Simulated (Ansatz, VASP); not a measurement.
**Two plane-wave programs on MoS2**

INCAR

```
PREC = Accurate ; ENCUT = 520
EDIFF = 1E-6 ; ISMEAR = 0
SIGMA = 0.05 ; LREAL = False
LASPH = True ; NELM = 80
ALGO = Normal ; ISIF = 2
LWAVE = False ; LCHARG = False
GGA = PE ; IVDW = 12
NBANDS = 35
```

The input KPOINTS:

```
Automatic mesh
0
Gamma
  12 12 4
```

File POSCAR:

```
MoS2
1.0
    3.1493511256      0.0000000000      0.0000000000
   -1.5746755628      2.7274180802      0.0000000000
    0.0000000000      0.0000000000     12.0907538840
Mo S
2 4
Direct
    0.3333333333      0.6666666667      0.2500000000
    0.6666666667      0.3333333333      0.7500000000
    0.3699980459      0.7399960918      0.6204905688
    0.6666666667      0.3333333333      0.1204905688
    0.3333333333      0.6666666667      0.8795094312
    0.6666666667      0.3333333333      0.3795094312
```

Input for Ansatz:

```yaml
crystal:
  lattice:
    - [3.1493511256, 0.0, 0.0]
    - [-1.5746755628, 2.7274180802, 0.0]
    - [0.0, 0.0, 12.090753884]
  atoms:
    - { symbol: Mo, position: [0.3333333333, 0.6666666667, 0.25] }
    - { symbol: Mo, position: [0.6666666667, 0.3333333333, 0.75] }
    - { symbol: S, position: [0.3699980459, 0.7399960918, 0.6204905688] }
    - { symbol: S, position: [0.6666666667, 0.3333333333, 0.1204905688] }
    - { symbol: S, position: [0.3333333333, 0.6666666667, 0.8795094312] }
    - { symbol: S, position: [0.6666666667, 0.3333333333, 0.3795094312] }
basis:
  ecutwfc: 420
kpoints:
  mp_grid: { grid: [12, 12, 4] }
hamiltonian:
  xc: pbe
  dispersion: d3bj
scf:
  occupations: { method: gaussian, width: 0.05 }
output:
  forces: true
  stress: true
  eigenvalues: true
```

Alike in both runs: task single point; functional PBE; dispersion D3(BJ); k mesh 12 × 12 × 4; occupations gaussian, width 0.05 eV; no spin polarisation.

|  | VASP | Ansatz |
| --- | --- | --- |
| version | VASP 6.6.1 | Ansatz 0.2.0 |
| potentials or method | VASP PAW PBE potentials, release 64 (Mo_sv, S), cutoff 520 eV | scalar-relativistic, plane waves, PAW |
| valence electrons in the cell | 52 | 52 |

```tsv
	VASP	Ansatz	Ansatz less VASP
gap on the k mesh at the Fermi level (eV)	0.76	0.74	-0.016
least direct gap on the mesh (eV)	1.54	1.53	-0.012
pressure (GPa)	0.6	0.7	+0.16
traceless stress, the component that is largest in VASP (GPa)	4.98	5.00	+0.021
rms of the force components (eV/Å)	0.748	0.751	+0.0032
```

Atom by atom the forces differ by 0.007 eV/Å (rms over components).
